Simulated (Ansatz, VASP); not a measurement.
## Two plane-wave programs on NaCu

```xyz
2
Lattice="2.9422 0.0000 0.0000 0.0000 2.9422 0.0000 0.0000 0.0000 4.0409" Properties=species:S:1:pos:R:3 pbc="T T T"
Na    0.0000    0.0000    0.0000
Cu    1.4711    1.4711    2.0205
```

Alike in both runs: task band structure; functional r2SCAN; k mesh 9 × 9 × 7; occupations fermi-dirac, width 0.05 eV; no spin polarisation.

|  | VASP | Ansatz |
| --- | --- | --- |
| version | VASP 6.6.1 | Ansatz 0.2.0 |
| potentials or method | VASP PAW PBE potentials, release 64 (Na_pv, Cu) | Ansatz PAW |
| plane-wave cutoff (eV) | 520 | 500 |
| valence electrons in the cell | 18 | 28 |

VASP gave:

* gap on the k mesh at the Fermi level (eV): none
* pressure (GPa): 1.3
* traceless stress, the component that is largest in VASP (GPa): 2.16

Question: Which values does Ansatz return?

Answer: gap on the k mesh at the Fermi level (eV): none; pressure (GPa): 1.3; traceless stress, the component that is largest in VASP (GPa): 2.32.

VASP's potentials were made for PBE, not for r2SCAN. A gap of «none» marks a metal or a gap that the smearing closes. The functional is the same, so the differences come from potentials, cutoffs and numerics. VASP's potentials hold 18 valence electrons a cell and Ansatz's 28, so a difference there can come from the potentials and not from the codes.
